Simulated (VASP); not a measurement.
Here is a VASP 6.6.1 calculation.

The input INCAR:

```
PREC     = Accurate       # precision mode
ENCUT    = 520            # plane-wave cutoff, eV
EDIFF    = 1E-7           # SCF threshold, eV
ISMEAR   = -1             # smearing method
SIGMA    = 0.05           # smearing width, eV
LREAL    = False          # projectors in reciprocal space
LASPH    = True           # aspherical terms in the spheres
NELM     = 60             # most SCF steps
ALGO     = Normal         # electronic algorithm
ISIF     = 2              # what is computed and relaxed
LWAVE    = False          # write WAVECAR
LCHARG   = False          # write CHGCAR
GGA      = PE             # functional
NBANDS   = 16             # bands
```

File KPOINTS:

```
regular mesh
0
Gamma
  8 8 8
```

Contents of POSCAR:

```
GaN
1.0
    0.0000000000      2.2535006100      2.1783839230
    2.2535006100      0.0000000000      2.1783839230
    2.2535006100      2.2535006100      0.0000000000
Ga N
1 1
Direct
    0.0000000000      0.0000000000      0.0000000000
    0.7500000000      0.7500000000      0.7500000000
```

Potentials or basis: VASP PAW PBE potentials, release 64 (Ga_d, N).

The run is started by

```sh
$ cat potpaw_PBE.64/Ga_d/POTCAR potpaw_PBE.64/N/POTCAR > POTCAR
$ mpirun -np 1 vasp_std > vasp.out
```

What does it give for the pressure?

12.0 GPa.

Estimate the band gap on the k mesh.

1.84 eV, direct.

Stress tensor (GPa, compression positive):
```
10.77  0.00  0.00
 0.00 10.77  0.00
 0.00  0.00 14.40
```

As with any semilocal functional, this PBE gap is likely too small.
